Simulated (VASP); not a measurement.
Wanted: the native input for a VASP 6.6.1 run.

```yaml
Task: single point
Functional: PBEsol
Potentials_or_basis: VASP PAW PBE potentials, release 64 (As, Mn_pv)
Cutoff: 520 eV
k_mesh: 7 × 7 × 4
Occupations: fermi-dirac, width 0.05 eV
Spin: collinear spin, ferromagnetic start
Starting_moments: "[0.0, 0.0, 8.0, 8.0] μB"
Fixed_moment: 16 μB
Dipole_correction: no
Further_INCAR_settings: ALGO = Normal; EDIFF = 1e-07; NBANDS = 30
```

The structure of MnAs lies in POSCAR:

```
MnAs
1.0
    3.7100000000      0.0000000000      0.0000000000
   -1.8550000000      3.2129542480      0.0000000000
    0.0000000000      0.0000000000      5.6910000000
As Mn
2 2
Direct
    0.6666666667      0.3333333333      0.7500000000
    0.3333333333      0.6666666667      0.2500000000
    0.0000000000      0.0000000000      0.5000000000
    0.0000000000      0.0000000000      0.0000000000
```

The input as run:

INCAR

```
ALGO     = Normal         # electronic algorithm
EDIFF    = 1E-7           # SCF threshold, eV
ENCUT    = 520            # plane-wave cutoff, eV
GGA      = PS             # functional
ISIF     = 2              # what is computed and relaxed
ISMEAR   = -1             # smearing method
ISPIN    = 2              # spin polarisation
LASPH    = True           # aspherical terms in the spheres
LCHARG   = False          # write CHGCAR
LMAXMIX  = 4              # l up to which the mixer works
LORBIT   = 11             # projections on sites
LREAL    = False          # projectors in reciprocal space
LWAVE    = False          # write WAVECAR
MAGMOM   = 0 0 8 8        # initial moments
NBANDS   = 30             # bands
NELM     = 150            # most SCF steps
NUPDOWN  = 16.0           # fixed moment
PREC     = Accurate       # precision mode
SIGMA    = 0.05           # smearing width, eV
```

KPOINTS

```
k-points
0
Gamma
  7 7 4
```

Potentials or basis: VASP PAW PBE potentials, release 64 (As, Mn_pv).

Command:

```bash
$ cat potpaw_PBE.64/As/POTCAR potpaw_PBE.64/Mn_pv/POTCAR > POTCAR
$ mpirun -np 1 vasp_std > vasp.out
```

Results of the run:

The pressure is 61.7 GPa, the net moment is 16.00 μB per cell and the site moments are As +1.12; Mn +5.03 μB. The valence electrons inside the program's atomic spheres are As 2.83; Mn 11.53.

Caveat: the cell stands under pressure; the PAW data sets were made with another functional, which shifts forces and pressure a little; the total moment is fixed, so each spin has its own Fermi level; only a ferromagnetic start was run, and an antiferromagnetic order may lie lower in energy.

It took 86 s on 1 thread of Intel(R) Xeon(R) Platinum 8259CL CPU @ 2.50GHz (Skylake/Cascade Lake), with other jobs on the host, peak memory 0.24 GiB.
